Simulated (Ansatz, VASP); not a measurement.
Two plane-wave programs on EuBe4

```xyz
5
Lattice="4.0945 0.0000 0.0000 0.0000 4.0945 0.0000 0.0000 0.0000 4.0945" Properties=species:S:1:pos:R:3 pbc="T T T"
Eu    0.0000    0.0000    0.0000
Be    0.0000    2.0472    2.0472
Be    2.0472    0.0000    2.0472
Be    2.0472    2.0472    0.0000
Be    2.0472    2.0472    2.0472
```

Alike in both runs: functional PBE; k mesh 4 × 4 × 4; occupations gaussian, width 0.1 eV; collinear spin.

Ansatz relaxed the structure, and its values are those at the end. VASP's run is a single point on that final structure, the one shown.

|  | VASP | Ansatz |
| --- | --- | --- |
| version | VASP 6.6.1 | Ansatz 0.2.0 |
| potentials or method | VASP PAW PBE potentials, release 64 (Eu, Be), cutoff 520 eV | scalar-relativistic, plane waves, PAW |
| valence electrons in the cell | 25 | 25 |

|  | VASP | Ansatz | Ansatz less VASP |
| --- | --- | --- | --- |
| gap on the k mesh at the Fermi level (eV) | none | none | - |
| pressure (GPa) | -0.1 | -0.1 | +0.01 |
| net moment per atom (μB) | 1.41 | 1.41 | 0.000 |
| size of the moment on the site where the two differ most (μB) | 6.46 | 6.57 | +0.114 |

Site moments also hang on the region over which each program counts them. A gap of «none» marks a metal or a gap that the smearing closes. The functional is the same, so the differences come from potentials, cutoffs and numerics.

The k mesh is coarse, so the values compare programs but aren't converged. Neither program's run includes spin-orbit coupling.
